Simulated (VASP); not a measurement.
# HgTe (Fm-3m) in VASP: notebook, part 2 of 2

VASP 6.6.1.

### 3 Single point, HSE06

This run uses another cell than the first one, of 32.80 Å³/atom.

Input file POSCAR:

```
HgTe
1.0
    0.0000000000      3.2010602164      3.2010602164
    3.2010602164      0.0000000000      3.2010602164
    3.2010602164      3.2010602164      0.0000000000
Hg Te
1 1
Direct
    0.0000000000      0.0000000000      0.0000000000
    0.5000000000      0.5000000000      0.5000000000
```

Input file INCAR.step1:

```
SYSTEM = HgTe
PREC = Accurate ; ENCUT = 520
EDIFF = 1E-5 ; ISMEAR = -1
SIGMA = 0.05 ; LREAL = .FALSE.
LASPH = .TRUE. ; NELM = 100
ALGO = Normal ; ISIF = 2
LWAVE = .TRUE. ; LCHARG = .FALSE.
GGA = PE ; NBANDS = 16
```

Input file INCAR.step2:

```
SYSTEM = HgTe
PREC = Accurate ; ENCUT = 520
EDIFF = 1E-6 ; ISMEAR = -1
SIGMA = 0.05 ; LREAL = .FALSE.
LASPH = .TRUE. ; NELM = 100
ALGO = Normal ; ISIF = 2
LWAVE = .FALSE. ; LCHARG = .FALSE.
GGA = PE ; LHFCALC = .TRUE.
HFSCREEN = 0.2079 ; PRECFOCK = Normal
ISTART = 1 ; NBANDS = 16
```

Input file KPOINTS:

```
regular mesh
0
G
  4 4 4
  0 0 0
```

Potentials or basis: VASP PAW PBE potentials, release 64 (Hg, Te).

On the command line:

```sh
$ cat potpaw_PBE.64/Hg/POTCAR potpaw_PBE.64/Te/POTCAR > POTCAR
$ cp INCAR.step1 INCAR
$ mpirun -np 1 vasp_std > vasp.out
$ cp INCAR.step2 INCAR
$ mpirun -np 1 vasp_std > vasp.out
```

OUTCAR:

```text
SYSTEM = HgTe
   PREC = Accurate
   ENCUT = 520
   EDIFF = 1E-6
   ISMEAR = -1
   LREAL = .FALSE.
   LASPH = .TRUE.
   NELM = 100
   ISIF = 2
   GGA = PE
   LHFCALC = .TRUE.
   HFSCREEN = 0.2079
   PRECFOCK = Normal
   ISTART = 1

 ion  position               nearest neighbor table
   1  0.000  0.000  0.000-   2 3.20   2 3.20   2 3.20   2 3.20   2 3.20   2 3.20
   2  0.500  0.500  0.500-   1 3.20   1 3.20   1 3.20   1 3.20   1 3.20   1 3.20

  LATTYP: Found a face centered cubic cell.
 ALAT       =     6.4021204328

  Lattice vectors:

 A1 = (   0.0000000000,   3.2010602164,   3.2010602164)
 A2 = (   3.2010602164,   0.0000000000,   3.2010602164)
 A3 = (   3.2010602164,   3.2010602164,   0.0000000000)

Analysis of symmetry for initial positions (statically):
=====================================================================
 Subroutine PRICEL returns:
 Original cell was already a primitive cell.

 Routine SETGRP: Setting up the symmetry group for a
 face centered cubic supercell.

 Subroutine GETGRP returns: Found 48 space group operations
 (whereof 48 operations were pure point group operations)
 out of a pool of 48 trial point group operations.

The static configuration has the point symmetry O_h .

Analysis of symmetry for dynamics (positions and initial velocities):
=====================================================================
 Subroutine PRICEL returns:
 Original cell was already a primitive cell.

 Routine SETGRP: Setting up the symmetry group for a
 face centered cubic supercell.

 Subroutine GETGRP returns: Found 48 space group operations
 (whereof 48 operations were pure point group operations)
 out of a pool of 48 trial point group operations.

The dynamic configuration has the point symmetry O_h .

 Subroutine INISYM returns: Found 48 space group operations
 (whereof 48 operations are pure point group operations),
 and found     1 'primitive' translations

----------------------------------------------------------------------------------------

                                     Primitive cell

  volume of cell :      65.6012

  direct lattice vectors                    reciprocal lattice vectors
     0.000000000  3.201060216  3.201060216    -0.156198249  0.156198249  0.156198249
     3.201060216  0.000000000  3.201060216     0.156198249 -0.156198249  0.156198249
     3.201060216  3.201060216  0.000000000     0.156198249  0.156198249 -0.156198249

  length of vectors
     4.526982772  4.526982772  4.526982772     0.270543303  0.270543303  0.270543303

  position of ions in fractional coordinates (direct lattice)
     0.000000000  0.000000000  0.000000000
     0.500000000  0.500000000  0.500000000

  ion indices of the primitive-cell ions
   primitive index   ion index
                 1           1
                 2           2

----------------------------------------------------------------------------------------

 KPOINTS: regular mesh

Automatic generation of k-mesh.
 Grid dimensions read from file:
 generate k-points for:    4    4    4
[... 22 lines left out ...]
  0.250000  0.000000  0.000000      8.000000
  0.500000  0.000000  0.000000      4.000000
  0.250000  0.250000  0.000000      6.000000
  0.500000  0.250000  0.000000     24.000000
 -0.250000  0.250000  0.000000     12.000000
  0.500000  0.500000  0.000000      3.000000
 -0.250000  0.500000  0.250000      6.000000
   k-points           NKPTS =      8   k-points in BZ     NKDIM =     64   number of bands    NBANDS=     16
   number of dos      NEDOS =    301   number of ions     NIONS =      2
   total plane-waves  NPLWV =  46656
   dimension x,y,z NGX =    36 NGY =   36 NGZ =   36
   dimension x,y,z NGXF=    72 NGYF=   72 NGZF=   72
   ions per type =               1   1
   NGX,Y,Z   is equivalent  to a cutoff of  13.22, 13.22, 13.22 a.u.
   NGXF,Y,Z  is equivalent  to a cutoff of  26.44, 26.44, 26.44 a.u.
 SYSTEM =  HgTe
   PREC   = accura    normal or accurate (medium, high low for compatibility)
   ISTART =      1    job   : 0-new  1-cont  2-samecut
   ICHARG =      0    charge: 1-file 2-atom 10-const
   ISPIN  =      1    spin polarized calculation?
   LNONCOLLINEAR =      F non collinear calculations
   LSORBIT =      F    spin-orbit coupling
   LASPH  =      T    aspherical Exc in radial PAW
   ENCUT  =  520.0 eV  38.22 Ry    6.18 a.u.   8.42  8.42  8.42*2*pi/ulx,y,z
   NELM   =    100;   NELMIN=  2; NELMDL=  0     # of ELM steps
   EDIFF  = 0.1E-05   stopping-criterion for ELM
   LREAL  =      F    real-space projection
   EDIFFG = 0.1E-04   stopping-criterion for IOM
   NSW    =      0    number of steps for IOM
   IBRION =     -1    ionic relax: 0-MD 1-quasi-New 2-CG
   NFREE  =      0    steps in history (QN), initial steepest desc. (CG)
   ISIF   =      2    stress and relaxation
   ISYM   =      3    0-nonsym 1-usesym 2-fastsym
   POTIM  = 0.5000    time-step for ionic-motion
   TEBEG  =    0.0;   TEEND  =   0.0 temperature during run
   PSTRESS=    0.0 pullay stress
   NELECT =      18.0000    total number of electrons
   NUPDOWN=      -1.0000    fix difference up-down
   EMIN   =  10.00;   EMAX   =-10.00  energy-range for DOS
   EFERMI =   0.00;   METHOD = LEGACY
   ISMEAR =    -1;   SIGMA  =   0.05  broadening in eV -4-tet -1-fermi 0-gaus
   EFERMI_NEDOS =   21; number of points for ismear=-14 and -15
   IALGO  =     38    algorithm
   IMIX   =      1    mixing-type and parameters
     AMIX     =   0.40;   BMIX     =  1.00
     AMIX_MAG =   1.60;   BMIX_MAG =  1.00
  volume/ion in A,a.u.               =      32.80       221.35
  Fermi-wavevector in a.u.,A,eV,Ry     =   1.063805  2.010299 15.397441  1.131680
  Thomas-Fermi vector in A             =   2.199302
   LORBIT       =      0    0 simple, 1 ext, 2 COOP (PROOUT), +10 PAW based schemes
   GGA     = PE    functional components
   LHFCALC =     T    Hartree Fock is set to
   PRECFOCK=normal    Normal, Fast or Accurate (Low or Medium for compatibility)
   ENCUT4O =  -1.0   cutoff for four orbital integrals eV
   NKREDX  =     1    reduce k-point grid by
   NKREDY  =     1    reduce k-point grid by
   NKREDZ  =     1    reduce k-point grid by
   AEXX    =    0.2500 exact exchange contribution
   HFSCREEN=    0.2079 screening length (either q_TF or 0.3 A-1)
   HFSCREENC=   0.2079 screening length for correlation (either q_TF or 0.3 A-1)
   ENCUTFOCK=  -1.0 apply spherical cutoff to Coloumb kernel
   IVDW    =     0    specifies the selected vdW correction
   LEPSILON=     F    determine dielectric tensor
   LRPA    =     F    only Hartree local field effects (RPA)
 non-spin polarized calculation
  energy-cutoff  :      520.00
  volume of cell :       65.60
 maximum number of plane-waves:      1807
 NGX is ok and might be reduce to    36
  NGX = 28; NGY = 28; NGZ = 28

 number of electron      17.9999998 magnetization

 Free energy of the ion-electron system (eV)
  ---------------------------------------------------
  ext. energy  EPLUGINS =         0.00000000
  ---------------------------------------------------
  free energy    TOTEN  =        -4.02271163 eV

  energy without entropy =       -4.01085767  energy(sigma->0) =       -4.01678465

 E-fermi :   2.7337     XC(G=0):  -7.6569

 val. band max:        2.7212655784   @ k =   0.5000   0.0000   0.0000
 cond. band min:       3.3599931441   @ k =   0.5000   0.2500   0.0000
 fundamental gap:      0.6387275656
 Fermi energy:         2.7337239056

 k-point     1 :       0.0000    0.0000    0.0000
  band No.  band energies     occupation
      1      -9.6039      2.00000
      2      -5.0287      2.00000
      3      -5.0287      2.00000
      4      -4.9780      2.00000
      5      -4.9780      2.00000
      6      -4.9780      2.00000
[... 129 lines left out ...]
      3      -4.9671      2.00000
      4      -4.9671      2.00000
      5      -4.8253      2.00000
      6      -4.4837      2.00000
[... 8 lines left out ...]
     15      13.4229      0.00000
     16      15.9586      0.00000

------------------------ aborting loop because EDIFF is reached ----------------------------------------

  FORCE on cell =-STRESS in cart. coord.  units (eV):
  Direction    XX          YY          ZZ          XY          YZ          ZX
  --------------------------------------------------------------------------------------
  -------------------------------------------------------------------------------------
  Total       -2.0044272     -2.0044272     -2.0044272      0.0000000      0.0000000      0.0000000
  in kB      -48.9541297    -48.9541297    -48.9541297      0.0000000      0.0000000      0.0000000
  external PRESSURE =     -48.9541297 kB  Pullay stress =       0.0000000 kB

 VOLUME and BASIS-vectors are now :
 -----------------------------------------------------------------------------
  energy-cutoff  :      520.00
  volume of cell :       65.60
      direct lattice vectors                 reciprocal lattice vectors
     0.000000000  3.201060216  3.201060216    -0.156198249  0.156198249  0.156198249
     3.201060216  0.000000000  3.201060216     0.156198249 -0.156198249  0.156198249
     3.201060216  3.201060216  0.000000000     0.156198249  0.156198249 -0.156198249

 POSITION                                       TOTAL-FORCE (eV/Angst)
 -----------------------------------------------------------------------------------
      0.00000      0.00000      0.00000         0.000000     -0.000000     -0.000000
      3.20106      3.20106      3.20106        -0.000000      0.000000      0.000000
 -----------------------------------------------------------------------------------
    total drift:                               -0.000001     -0.000001     -0.000001

  FREE ENERGIE OF THE ION-ELECTRON SYSTEM (eV)
  ---------------------------------------------------
  free  energy   TOTEN  =        -4.0227116341 eV

  energy  without entropy=       -4.0108576680  energy(sigma->0) =       -4.01678465
```

Wall time 8.7 min (1 thread of Intel Xeon Platinum 8488C (Sapphire Rapids), shared host); peak memory 0.32 GiB.

Results:

* Free energy: -4.0227 eV
* Pressure: -4.9 GPa
* Band gap on the k mesh: zero (bands 9 and 10 overlap by 2.06 eV)

Caveat: the k points lie up to 0.42 Å⁻¹ apart, too coarse for converged energies and pressures of a metal; the PAW data sets were made with another functional, which shifts forces and pressure a little; spin-orbit coupling is left out, which moves the levels of the heavy elements.

### 4 Single point, PBE0

This run uses another cell than the first one, of 31.51 Å³/atom.

Input file POSCAR:

```
HgTe
1.0
    0.0000000000      3.1586570750      3.1586570750
    3.1586570750      0.0000000000      3.1586570750
    3.1586570750      3.1586570750      0.0000000000
Hg Te
1 1
Direct
    0.0000000000      0.0000000000      0.0000000000
    0.5000000000      0.5000000000      0.5000000000
```

Input file INCAR.step1:

```
PREC     = Accurate       # precision mode
ENCUT    = 450            # plane-wave cutoff, eV
EDIFF    = 1E-5           # SCF threshold, eV
ISMEAR   = -1             # smearing method
SIGMA    = 0.05           # smearing width, eV
LREAL    = False          # projectors in reciprocal space
LASPH    = True           # aspherical terms in the spheres
NELM     = 300            # most SCF steps
ALGO     = All            # electronic algorithm
ISIF     = 2              # what is computed and relaxed
LWAVE    = True           # write WAVECAR
NBANDS   = 16             # bands
GGA      = PE             # functional
GGA_COMPAT= False        
ISEARCH  = 1            
KPAR     = 4
```

Input file INCAR.step2:

```
PREC     = Accurate       # precision mode
ENCUT    = 450            # plane-wave cutoff, eV
EDIFF    = 1E-6           # SCF threshold, eV
ISMEAR   = -1             # smearing method
SIGMA    = 0.05           # smearing width, eV
LREAL    = False          # projectors in reciprocal space
LASPH    = True           # aspherical terms in the spheres
NELM     = 300            # most SCF steps
ALGO     = All            # electronic algorithm
ISIF     = 2              # what is computed and relaxed
LWAVE    = False          # write WAVECAR
LCHARG   = True           # write CHGCAR
GGA      = PE             # functional
LHFCALC  = True           # exact exchange
AEXX     = 0.25           # exact-exchange fraction
PRECFOCK = Normal       
LVHAR    = True         
NBANDS   = 16             # bands
ISTART   = 1            
GGA_COMPAT= False        
ISEARCH  = 1            
KPAR     = 4
```

Input file KPOINTS:

```
Automatic mesh
0
Gamma
  4 4 4
```

On the command line:

```sh
$ cat potpaw_PBE.64/Hg/POTCAR potpaw_PBE.64/Te/POTCAR > POTCAR
$ cp INCAR.step1 INCAR
$ mpirun -np 4 vasp_std > vasp.out
$ cp INCAR.step2 INCAR
$ mpirun -np 4 vasp_std > vasp.out
```

It took 13 min on 4 MPI ranks of Intel Xeon Platinum 8375C at 2.90GHz (Ice Lake), shared host; peak memory 0.18 GiB.

The run converged. Its results:

```yaml
Free_energy: -4.6329 eV
Pressure: -4.0 GPa
Band_gap_on_the_k_mesh: zero (bands 9 and 10 overlap by 2.86 eV)
```

Levels at points of the mesh, in eV from the Fermi level:
```tsv
k point	band 6	band 7	band 8	band 9	band 10	band 11	band 12	band 13
(0.00, 0.00, 0.00)	-8.19	-1.38	-1.09	-1.08	-1.08	8.51	8.51	8.52
(0.50, 0.00, 0.00)	-8.07	-6.22	-0.32	0.31	3.45	4.29	4.89	4.91
(0.50, 0.50, 0.00)	-7.48	-4.50	-2.86	-2.55	-2.55	5.76	9.91	9.91
```

Caveat: the k points lie up to 0.43 Å⁻¹ apart, too coarse for converged energies and pressures of a metal; the PAW data sets were made with another functional, which shifts forces and pressure a little; spin-orbit coupling is left out, which moves the levels of the heavy elements.

### 5 Single point, PBE0

This run uses another cell than the first one, of 30.87 Å³/atom.

Input file POSCAR:

```
HgTe
1.0
    0.0000000000      3.1370217585      3.1370217585
    3.1370217585      0.0000000000      3.1370217585
    3.1370217585      3.1370217585      0.0000000000
Hg Te
1 1
Direct
    0.0000000000      0.0000000000      0.0000000000
    0.5000000000      0.5000000000      0.5000000000
```

Input file INCAR.step1:

```
  PREC = Accurate
  ENCUT = 450
  EDIFF = 1E-5
  ISMEAR = -1
  SIGMA = 0.05
  LREAL = F
  LASPH = T
  NELM = 300
  ALGO = All
  ISIF = 2
  LWAVE = T
  NBANDS = 16
  GGA = PE
  GGA_COMPAT = F
  ISEARCH = 1
  KPAR = 4
```

Input file INCAR.step2:

```
  PREC = Accurate
  ENCUT = 450
  EDIFF = 1E-6
  ISMEAR = -1
  SIGMA = 0.05
  LREAL = F
  LASPH = T
  NELM = 300
  ALGO = All
  ISIF = 2
  LWAVE = F
  LCHARG = T
  GGA = PE
  LHFCALC = T
  AEXX = 0.25
  PRECFOCK = Normal
  LVHAR = T
  NBANDS = 16
  ISTART = 1
  GGA_COMPAT = F
  ISEARCH = 1
  KPAR = 4
```

KPOINTS is that of step 4.

On the command line:

```sh
$ cat potpaw_PBE.64/Hg/POTCAR potpaw_PBE.64/Te/POTCAR > POTCAR
$ cp INCAR.step1 INCAR
$ mpirun -np 4 vasp_std > vasp.out
$ cp INCAR.step2 INCAR
$ mpirun -np 4 vasp_std > vasp.out
```

It took 4.9 min on 4 MPI ranks of Intel Xeon Platinum 8259CL at 2.50GHz (Skylake/Cascade Lake), shared host; peak memory 0.19 GiB.

It converged, with:

```yaml
Free_energy: -4.6509 eV
Pressure: -3.3 GPa
Band_gap_on_the_k_mesh: zero (bands 9 and 10 overlap by 2.65 eV)
```

Levels at points of the mesh, in eV from the Fermi level:
```csv
k point,band 6,band 7,band 8,band 9,band 10,band 11,band 12,band 13
"(0.00, 0.00, 0.00)",-8.26,-1.32,-1.13,-1.13,-1.13,8.52,8.52,8.52
"(0.50, 0.00, 0.00)",-8.14,-6.34,0.00,0.00,3.42,4.39,4.86,4.86
"(0.50, 0.50, 0.00)",-7.50,-4.65,-2.90,-2.64,-2.64,5.72,10.02,10.02
```

Caveat: the k points lie up to 0.43 Å⁻¹ apart, too coarse for converged energies and pressures of a metal; the PAW data sets were made with another functional, which shifts forces and pressure a little; spin-orbit coupling is left out, which moves the levels of the heavy elements.

### 6 The runs side by side

```tsv
level	cell	cutoff (eV)	screening parameter	second try	gap on the mesh (eV)	pressure (GPa)
HSE06	a = 4.497 Å, angles 60.0°, 2 atoms	520	0.2079 1/Å	-	none	-4.4
HSE06	a = 4.527 Å, angles 60.0°, 2 atoms	520	0.2079 1/Å	-	none	-4.9
PBE0	a = 4.467 Å, angles 60.0°, 2 atoms	450	-	not_converged	none	-4.0
PBE0	a = 4.436 Å, angles 60.0°, 2 atoms	450	-	not_converged	none	-3.3
```

Alike in all rows: task single point; potentials or basis VASP PAW PBE potentials, release 64 (Hg, Te); no spin polarisation; k mesh 4 × 4 × 4; smearing fermi-dirac 0.05 eV.

Caveats: all runs use coarse meshes; the PAW data sets were made with another functional, which shifts forces and pressure a little; spin-orbit coupling is left out, which moves the levels of the heavy elements.

Absolute energies hang on the potentials; compare differences alone.

The gap in the log of VASP goes by the Fermi energy; the results here count the filled bands.